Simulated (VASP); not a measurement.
Here is a VASP 6.6.1 calculation.

INCAR

```
PREC = Accurate ; ENCUT = 520
EDIFF = 1E-6 ; ISMEAR = 0
SIGMA = 0.01 ; LREAL = False
LASPH = True ; NELM = 100
ALGO = Normal ; ISIF = 2
LWAVE = False ; LCHARG = False
GGA = CA ; NBANDS = 35
```

KPOINTS

```
Automatic mesh
0
Gamma
  12 12 1
```

POSCAR

```
MoS2
1.0
    3.1550000000      0.0000000000      0.0000000000
   -1.5775000000      2.7323101489      0.0000000000
    0.0000000000      0.0000000000     28.0000000000
Mo S
2 4
Direct
    0.3333333333      0.6666666667      0.3927208802
    0.6666666667      0.3333333333      0.6072791198
    0.6666666667      0.3333333333      0.4478354420
    0.6666666667      0.3333333333      0.3377134905
    0.3333333333      0.6666666667      0.6622865095
    0.3333333333      0.6666666667      0.5521645580
```

Potentials or basis: VASP PAW LDA potentials, release 64 (Mo_sv, S).

The run is started by

```console
$ cat potpaw_LDA.64/Mo_sv/POTCAR potpaw_LDA.64/S/POTCAR > POTCAR
$ mpirun -np 1 vasp_std > vasp.out
```

What does it give for the largest force?

0.016 eV/Å.

What does it give for the band gap on the k mesh?

1.08 eV (least direct gap 1.69 eV).

Forces in eV/Å, atoms in the order of the input:
```
Mo   0.000  0.000 -0.001
Mo   0.000  0.000  0.001
S    0.000  0.000  0.016
S    0.000  0.000 -0.016
S    0.000  0.000  0.016
S    0.000  0.000 -0.016
```
